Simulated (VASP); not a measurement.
# SnTe (Fm-3m) in VASP: notebook

SnTe is run at these levels: PBEsol; tasks: single point.

All numbers are computed with VASP 6.6.1; they aren't measurements. Logs are shortened: lines on timing, memory, paths and dates and some standing lists are left out, and cuts for length are marked.

**1. The cell of the first run**

It takes space group Fm-3m (No. 225, cubic). The conventional cell has a = 6.302 Å, b = 6.302 Å, c = 6.302 Å, α = 90.00°, β = 90.00°, γ = 90.00°. Within 4.1 Å of Te (site symmetry m-3m) lie 6 Sn at 3.15 Å. Sn (site symmetry m-3m) has 6 Te at 3.15 Å within 4.1 Å.

**2. Single point, PBEsol**

Input file INCAR:

```
PREC = Accurate
ENCUT = 520
EDIFF = 1E-6
ISMEAR = -1
SIGMA = 0.03
LREAL = False
LASPH = True
NELM = 100
ALGO = Normal
ISIF = 2
LWAVE = False
LCHARG = False
GGA = PS
NBANDS = 17
```

Input file KPOINTS:

```
regular mesh
0
Gamma
  4 4 4
```

Input file POSCAR:

```
SnTe
1.0
    0.0000000000      3.1508500000      3.1508500000
    3.1508500000      0.0000000000      3.1508500000
    3.1508500000      3.1508500000      0.0000000000
Te Sn
1 1
Direct
    0.5000000000      0.5000000000      0.5000000000
    0.0000000000      0.0000000000      0.0000000000
```

Potentials or basis: VASP PAW PBE potentials, release 64 (Te, Sn_d).

Run with:

```sh
cat potpaw_PBE.64/Te/POTCAR potpaw_PBE.64/Sn_d/POTCAR > POTCAR
mpirun -np 1 vasp_std > vasp.out
```

OUTCAR:

```text
PREC = Accurate
   ENCUT = 520
   EDIFF = 1E-6
   ISMEAR = -1
   LREAL = False
   LASPH = True
   NELM = 100
   ISIF = 2
   GGA = PS

 ion  position               nearest neighbor table
   1  0.500  0.500  0.500-   2 3.15   2 3.15   2 3.15   2 3.15   2 3.15   2 3.15
   2  0.000  0.000  0.000-   1 3.15   1 3.15   1 3.15   1 3.15   1 3.15   1 3.15

  LATTYP: Found a face centered cubic cell.
 ALAT       =     6.3017000000

  Lattice vectors:

 A1 = (   0.0000000000,   3.1508500000,   3.1508500000)
 A2 = (   3.1508500000,   0.0000000000,   3.1508500000)
 A3 = (   3.1508500000,   3.1508500000,   0.0000000000)

Analysis of symmetry for initial positions (statically):
[... 33 lines left out ...]
                                     Primitive cell

  volume of cell :      62.5624

  direct lattice vectors                    reciprocal lattice vectors
     0.000000000  3.150850000  3.150850000    -0.158687338  0.158687338  0.158687338
     3.150850000  0.000000000  3.150850000     0.158687338 -0.158687338  0.158687338
     3.150850000  3.150850000  0.000000000     0.158687338  0.158687338 -0.158687338

  length of vectors
     4.455974803  4.455974803  4.455974803     0.274854533  0.274854533  0.274854533

  position of ions in fractional coordinates (direct lattice)
     0.500000000  0.500000000  0.500000000
     0.000000000  0.000000000  0.000000000

  ion indices of the primitive-cell ions
   primitive index   ion index
                 1           1
                 2           2

----------------------------------------------------------------------------------------

 KPOINTS: regular mesh

Automatic generation of k-mesh.
 Grid dimensions read from file:
 generate k-points for:    4    4    4

 Generating k-lattice:

  Cartesian coordinates                     Fractional coordinates (reciprocal lattice)
    -0.039671835  0.039671835  0.039671835     0.250000000  0.000000000  0.000000000
     0.039671835 -0.039671835  0.039671835     0.000000000  0.250000000  0.000000000
     0.039671835  0.039671835 -0.039671835     0.000000000  0.000000000  0.250000000

  Length of vectors
     0.068713633  0.068713633  0.068713633

  Shift w.r.t. Gamma in fractional coordinates (k-lattice)
     0.000000000  0.000000000  0.000000000

 Subroutine IBZKPT returns following result:
 ===========================================

 Found      8 irreducible k-points:

 Following reciprocal coordinates:
            Coordinates               Weight
  0.000000  0.000000  0.000000      1.000000
  0.250000  0.000000  0.000000      8.000000
  0.500000  0.000000  0.000000      4.000000
  0.250000  0.250000  0.000000      6.000000
  0.500000  0.250000  0.000000     24.000000
 -0.250000  0.250000  0.000000     12.000000
  0.500000  0.500000  0.000000      3.000000
 -0.250000  0.500000  0.250000      6.000000
   k-points           NKPTS =      8   k-points in BZ     NKDIM =      8   number of bands    NBANDS=     17
   number of dos      NEDOS =    301   number of ions     NIONS =      2
   total plane-waves  NPLWV =  46656
   dimension x,y,z NGX =    36 NGY =   36 NGZ =   36
   dimension x,y,z NGXF=    72 NGYF=   72 NGZF=   72
   ions per type =               1   1
   NGX,Y,Z   is equivalent  to a cutoff of  13.43, 13.43, 13.43 a.u.
   NGXF,Y,Z  is equivalent  to a cutoff of  26.86, 26.86, 26.86 a.u.
 SYSTEM =  unknown system
   PREC   = accura    normal or accurate (medium, high low for compatibility)
   ISTART =      0    job   : 0-new  1-cont  2-samecut
   ICHARG =      2    charge: 1-file 2-atom 10-const
   ISPIN  =      1    spin polarized calculation?
   LNONCOLLINEAR =      F non collinear calculations
   LSORBIT =      F    spin-orbit coupling
   LASPH  =      T    aspherical Exc in radial PAW
   ENCUT  =  520.0 eV  38.22 Ry    6.18 a.u.   8.29  8.29  8.29*2*pi/ulx,y,z
   NELM   =    100;   NELMIN=  2; NELMDL= -5     # of ELM steps
   EDIFF  = 0.1E-05   stopping-criterion for ELM
   LREAL  =      F    real-space projection
   EDIFFG = 0.1E-04   stopping-criterion for IOM
   NSW    =      0    number of steps for IOM
   IBRION =     -1    ionic relax: 0-MD 1-quasi-New 2-CG
   NFREE  =      0    steps in history (QN), initial steepest desc. (CG)
   ISIF   =      2    stress and relaxation
   ISYM   =      2    0-nonsym 1-usesym 2-fastsym
   POTIM  = 0.5000    time-step for ionic-motion
   TEBEG  =    0.0;   TEEND  =   0.0 temperature during run
   PSTRESS=    0.0 pullay stress
   NELECT =      20.0000    total number of electrons
   NUPDOWN=      -1.0000    fix difference up-down
   EMIN   =  10.00;   EMAX   =-10.00  energy-range for DOS
   EFERMI =   0.00;   METHOD = LEGACY
   ISMEAR =    -1;   SIGMA  =   0.03  broadening in eV -4-tet -1-fermi 0-gaus
   EFERMI_NEDOS =   21; number of points for ismear=-14 and -15
   IALGO  =     38    algorithm
   IMIX   =      4    mixing-type and parameters
     AMIX     =   0.40;   BMIX     =  1.00
     AMIX_MAG =   1.60;   BMIX_MAG =  1.00
  volume/ion in A,a.u.               =      31.28       211.10
  Fermi-wavevector in a.u.,A,eV,Ry     =   1.119387  2.115336 17.048485  1.253028
  Thomas-Fermi vector in A             =   2.256026
   LORBIT       =      0    0 simple, 1 ext, 2 COOP (PROOUT), +10 PAW based schemes
   GGA     = PS    functional components
   LHFCALC =     F    Hartree Fock is set to
   AEXX    =    0.0000 exact exchange contribution
   IVDW    =     0    specifies the selected vdW correction
   LEPSILON=     F    determine dielectric tensor
   LRPA    =     F    only Hartree local field effects (RPA)
 non-spin polarized calculation
  energy-cutoff  :      520.00
  volume of cell :       62.56
 maximum number of plane-waves:      1708
 NGX is ok and might be reduce to    36
   NGX = 17   NGY = 17   NGZ = 17

 number of electron      19.9999998 magnetization

 Free energy of the ion-electron system (eV)
  ---------------------------------------------------
  ext. energy  EPLUGINS =         0.00000000
  ---------------------------------------------------
  free energy    TOTEN  =        -8.34665215 eV

  energy without entropy =       -8.34433783  energy(sigma->0) =       -8.34549499

 E-fermi :   6.8014     XC(G=0):  -9.6698

 val. band max:        6.7329311713   @ k =   0.5000   0.0000   0.0000
 cond. band min:       6.8699049159   @ k =   0.5000   0.0000   0.0000
 fundamental gap:      0.1369737446
 Fermi energy:         6.8014127491

 k-point     1 :       0.0000    0.0000    0.0000
  band No.  band energies     occupation
      1     -15.0330      2.00000
      2     -15.0330      2.00000
      3     -15.0245      2.00000
      4     -15.0245      2.00000
      5     -15.0245      2.00000
      6      -6.0449      2.00000
[... 9 lines left out ...]
     16      11.5078      0.00000
     17      13.4747      0.00000

 k-point     2 :       0.2500    0.0000    0.0000
  band No.  band energies     occupation
      1     -15.0354      2.00000
      2     -15.0354      2.00000
      3     -15.0236      2.00000
      4     -15.0212      2.00000
      5     -15.0212      2.00000
      6      -5.5428      2.00000
[... 9 lines left out ...]
     16      12.7224      0.00000
     17      16.5919      0.00000

 k-point     3 :       0.5000    0.0000    0.0000
  band No.  band energies     occupation
      1     -15.0382      2.00000
      2     -15.0382      2.00000
      3     -15.0229      2.00000
      4     -15.0175      2.00000
      5     -15.0175      2.00000
      6      -4.7634      2.00000
[... 9 lines left out ...]
     16      15.6279      0.00000
     17      15.6279      0.00000

 k-point     4 :       0.2500    0.2500    0.0000
  band No.  band energies     occupation
      1     -15.0412      2.00000
      2     -15.0307      2.00000
      3     -15.0264      2.00000
      4     -15.0191      2.00000
      5     -15.0191      2.00000
      6      -5.3848      2.00000
[... 9 lines left out ...]
     16      14.3604      0.00000
     17      14.3607      0.00000

 k-point     5 :       0.5000    0.2500    0.0000
  band No.  band energies     occupation
      1     -15.0442      2.00000
      2     -15.0329      2.00000
      3     -15.0243      2.00000
      4     -15.0172      2.00000
      5     -15.0157      2.00000
      6      -4.6348      2.00000
[... 9 lines left out ...]
     16      15.9295      0.00000
     17      16.8161      0.00000

 k-point     6 :      -0.2500    0.2500    0.0000
  band No.  band energies     occupation
      1     -15.0385      2.00000
      2     -15.0368      2.00000
      3     -15.0213      2.00000
      4     -15.0192      2.00000
      5     -15.0188      2.00000
      6      -4.8799      2.00000
[... 9 lines left out ...]
     16      14.6423      0.00000
     17      15.6736      0.00000

 k-point     7 :       0.5000    0.5000    0.0000
  band No.  band energies     occupation
      1     -15.0510      2.00000
      2     -15.0284      2.00000
      3     -15.0282      2.00000
      4     -15.0134      2.00000
      5     -15.0134      2.00000
      6      -4.4608      2.00000
[... 9 lines left out ...]
     16      17.2788      0.00000
     17      17.8687      0.00000

 k-point     8 :      -0.2500    0.5000    0.2500
  band No.  band energies     occupation
      1     -15.0453      2.00000
      2     -15.0332      2.00000
      3     -15.0211      2.00000
      4     -15.0211      2.00000
      5     -15.0134      2.00000
      6      -4.3719      2.00000
[... 9 lines left out ...]
     16      17.1508      0.00000
     17      17.7016      0.00000

------------------------ aborting loop because EDIFF is reached ----------------------------------------

  FORCE on cell =-STRESS in cart. coord.  units (eV):
  Direction    XX          YY          ZZ          XY          YZ          ZX
  --------------------------------------------------------------------------------------
  -------------------------------------------------------------------------------------
  Total       -0.3797211     -0.3797211     -0.3797211      0.0000000      0.0000000     -0.0000000
  in kB       -9.7243853     -9.7243853     -9.7243853      0.0000000      0.0000000     -0.0000000
  external PRESSURE =      -9.7243853 kB  Pullay stress =       0.0000000 kB

 VOLUME and BASIS-vectors are now :
 -----------------------------------------------------------------------------
  energy-cutoff  :      520.00
  volume of cell :       62.56
      direct lattice vectors                 reciprocal lattice vectors
     0.000000000  3.150850000  3.150850000    -0.158687338  0.158687338  0.158687338
     3.150850000  0.000000000  3.150850000     0.158687338 -0.158687338  0.158687338
     3.150850000  3.150850000  0.000000000     0.158687338  0.158687338 -0.158687338

 POSITION                                       TOTAL-FORCE (eV/Angst)
 -----------------------------------------------------------------------------------
      3.15085      3.15085      3.15085        -0.000000      0.000000     -0.000000
      0.00000      0.00000      0.00000         0.000000     -0.000000      0.000000
 -----------------------------------------------------------------------------------
    total drift:                               -0.000000      0.000000      0.000000

  FREE ENERGIE OF THE ION-ELECTRON SYSTEM (eV)
  ---------------------------------------------------
  free  energy   TOTEN  =        -8.3466521546 eV

  energy  without entropy=       -8.3443378298  energy(sigma->0) =       -8.34549499
```

Run time: 11 s. Hardware: 1 thread of Intel Xeon Platinum 8259CL at 2.50GHz (Skylake/Cascade Lake), shared host; peak memory 0.19 GiB.

Results:

```yaml
Free_energy: -8.3467 eV
Pressure: -1.0 GPa
Band_gap_on_the_k_mesh: 0.14 eV, direct
```

Levels at points of the mesh, in eV from the valence-band top:
| k point | band 8 | band 9 | band 10 | band 11 | band 12 | band 13 |
| --- | --- | --- | --- | --- | --- | --- |
| (0.00, 0.00, 0.00) | -2.09 | -2.09 | -2.09 | 3.38 | 3.38 | 3.38 |
| (0.50, 0.00, 0.00) | -1.75 | -1.75 | 0.00 | 0.14 | 0.40 | 0.40 |
| (0.50, 0.50, 0.00) | -5.55 | -3.70 | -3.70 | 2.15 | 4.96 | 4.96 |

Caveat: the k points lie up to 0.43 Å⁻¹ apart; the PAW data sets were made with another functional, which shifts forces and pressure a little; spin-orbit coupling is left out, which moves the levels of the heavy elements.

**3. Single point, PBEsol**

Input file INCAR:

```
PREC = Accurate ; ENCUT = 520
EDIFF = 1E-7 ; ISMEAR = -1
SIGMA = 0.05 ; LREAL = False
LASPH = True ; NELM = 60
ALGO = Normal ; ISIF = 2
LWAVE = False ; LCHARG = False
GGA = PS ; NBANDS = 17
```

Input file KPOINTS:

```
Automatic mesh
0
Gamma
  5 5 5
```

POSCAR is that of step 2.

Potentials or basis: VASP PAW PBE potentials, release 64 (Te, Sn_d).

Run with:

```sh
cat potpaw_PBE.64/Te/POTCAR potpaw_PBE.64/Sn_d/POTCAR > POTCAR
mpirun -np 1 vasp_std > vasp.out
```

Wall time 8.5 s (1 thread of Intel Xeon 6975P-C (Granite Rapids), shared host); peak memory 0.2 GiB.

It converged, with:

* Free energy: -8.3460 eV
* Pressure: -0.4 GPa

Levels at points of the mesh, in eV from the Fermi level:
```
           k point  band 7  band 8  band 9  band 10  band 11  band 12  band 13  band 14
(0.00, 0.00, 0.00)   -4.80   -2.22   -2.22    -2.22     3.25     3.25     3.25     4.64
```

Caveat: this odd mesh misses L, where the gap lies, so gap, dielectric constants and Born charges aren't listed; the PAW data sets were made with another functional, which shifts forces and pressure a little; spin-orbit coupling is left out, which moves the levels of the heavy elements.

**4. Single point, PBEsol**

This run uses another cell than the first one, of 22.56 Å³/atom, 0.721 times its volume.

Input file INCAR:

```
ALGO = Normal ; EDIFF = 1E-6
ENCUT = 520 ; GGA = PS
ISIF = 2 ; ISMEAR = -1
LASPH = T ; LCHARG = T
LELF = T ; LREAL = F
LVHAR = T ; LWAVE = F
NBANDS = 17 ; NELM = 60
PREC = Accurate ; SIGMA = 0.05
```

Input file KPOINTS:

```
k-points
0
Gamma
  7 7 7
```

Input file POSCAR:

```
SnTe
1.0
    0.0000000000      2.8255434263      2.8255434263
    2.8255434263      0.0000000000      2.8255434263
    2.8255434263      2.8255434263      0.0000000000
Te Sn
1 1
Direct
    0.5000000000      0.5000000000      0.5000000000
    0.0000000000      0.0000000000      0.0000000000
```

Run with:

```sh
cat potpaw_PBE.64/Te/POTCAR potpaw_PBE.64/Sn_d/POTCAR > POTCAR
mpirun -np 1 vasp_std > vasp.out
```

Run time: 7.8 s. Hardware: 1 thread of Intel Xeon 6975P-C (Granite Rapids), shared host; peak memory 0.17 GiB.

Results (log left out):

| Quantity | Value |
| --- | --- |
| Free energy | -7.1351 eV |
| Pressure | 30.1 GPa |

Levels at points of the mesh, in eV from the Fermi level:
```
           k point  band 8  band 9  band 10  band 11  band 12  band 13
(0.00, 0.00, 0.00)   -3.02   -3.02    -2.88     4.05     4.05     4.05
```

Caveat: this odd mesh misses L, where the gap lies, so gap, dielectric constants and Born charges aren't listed; the PAW data sets were made with another functional, which shifts forces and pressure a little; spin-orbit coupling is left out, which moves the levels of the heavy elements.

**5. Single point, PBEsol**

This run uses another cell than the first one, of 24.24 Å³/atom, 0.775 times its volume.

Input file INCAR:

```
ALGO     = Normal         # electronic algorithm
EDIFF    = 1E-6           # SCF threshold, eV
ENCUT    = 520            # plane-wave cutoff, eV
GGA      = PS             # functional
ISIF     = 2              # what is computed and relaxed
ISMEAR   = -1             # smearing method
LASPH    = True           # aspherical terms in the spheres
LCHARG   = False          # write CHGCAR
LREAL    = False          # projectors in reciprocal space
LWAVE    = False          # write WAVECAR
NBANDS   = 17             # bands
NELM     = 60             # most SCF steps
PREC     = Accurate       # precision mode
SIGMA    = 0.05           # smearing width, eV
```

KPOINTS is that of step 4.

Input file POSCAR:

```
SnTe
1.0
    0.0000000000      2.8942125470      2.8942125470
    2.8942125470      0.0000000000      2.8942125470
    2.8942125470      2.8942125470      0.0000000000
Te Sn
1 1
Direct
    0.5000000000      0.5000000000      0.5000000000
    0.0000000000      0.0000000000      0.0000000000
```

Run with:

```sh
cat potpaw_PBE.64/Te/POTCAR potpaw_PBE.64/Sn_d/POTCAR > POTCAR
mpirun -np 1 vasp_std > vasp.out
```

Run time: 7.9 s. Hardware: 1 thread of Intel Xeon 6975P-C (Granite Rapids), shared host; peak memory 0.17 GiB.

Results (log left out):

| Property | Result |
| --- | --- |
| Free energy | -7.6536 eV |
| Pressure | 20.0 GPa |

Levels at points of the mesh, in eV from the Fermi level:
```tsv
k point	band 6	band 7	band 8	band 9	band 10	band 11	band 12	band 13	band 14	band 15
(0.00, 0.00, 0.00)	-15.03	-3.43	-2.87	-2.87	-2.87	3.85	3.85	3.85	4.23	4.23
```

Caveat: this odd mesh misses L, where the gap lies, so gap, dielectric constants and Born charges aren't listed; the PAW data sets were made with another functional, which shifts forces and pressure a little; spin-orbit coupling is left out, which moves the levels of the heavy elements.

**6. Overview**

| cell | k mesh | smearing | pressure (GPa) |
| --- | --- | --- | --- |
| a = 4.456 Å, angles 60.0°, 2 atoms | 4 × 4 × 4 | fermi-dirac 0.03 eV | -1.0 |
| a = 4.456 Å, angles 60.0°, 2 atoms | 5 × 5 × 5 | fermi-dirac 0.05 eV | -0.4 |
| a = 3.996 Å, angles 60.0°, 2 atoms | 7 × 7 × 7 | fermi-dirac 0.05 eV | 30.1 |
| a = 4.093 Å, angles 60.0°, 2 atoms | 7 × 7 × 7 | fermi-dirac 0.05 eV | 20.0 |

Alike in all rows: task single point; level PBEsol; potentials or basis VASP PAW PBE potentials, release 64 (Te, Sn_d); no spin polarisation; cutoff (eV) 520.

Caveats: some runs use coarse meshes; the PAW data sets were made with another functional, which shifts forces and pressure a little; spin-orbit coupling is left out, which moves the levels of the heavy elements.

Absolute energies hang on the potentials; compare differences alone.
